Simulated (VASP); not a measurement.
Runs of VASP 6.6.1 on Si. The structure is that of space group I4/mmm (No. 139), or close to it. The cells are those of the table. 

```csv
cell,gap on the mesh (eV),pressure (GPa)
"a = 2.626 Å, angles 104.3, 104.3, 120.3°, 1 atom",none,6.7
"a = 2.599 Å, angles 104.3, 104.3, 120.3°, 1 atom",none,10.8
"a = 2.679 Å, angles 104.3, 104.3, 120.3°, 1 atom",none,(a)
"a = 2.705 Å, angles 104.3, 104.3, 120.3°, 1 atom",none,(b)
"a = 2.653 Å, angles 104.3, 104.3, 120.3°, 1 atom",none,3.2
```

Alike in all rows: task single point; level PBE; potentials or basis VASP PAW PBE potentials, release 64 (Si); no spin polarisation; k mesh 14 × 14 × 14; cutoff (eV) 500; smearing methfessel-paxton 0.2 eV.

Task: Fill in the values left out.

Result: (a) 0.4; (b) -1.9.

A gap of «none» marks levels without a gap at the run's occupations.
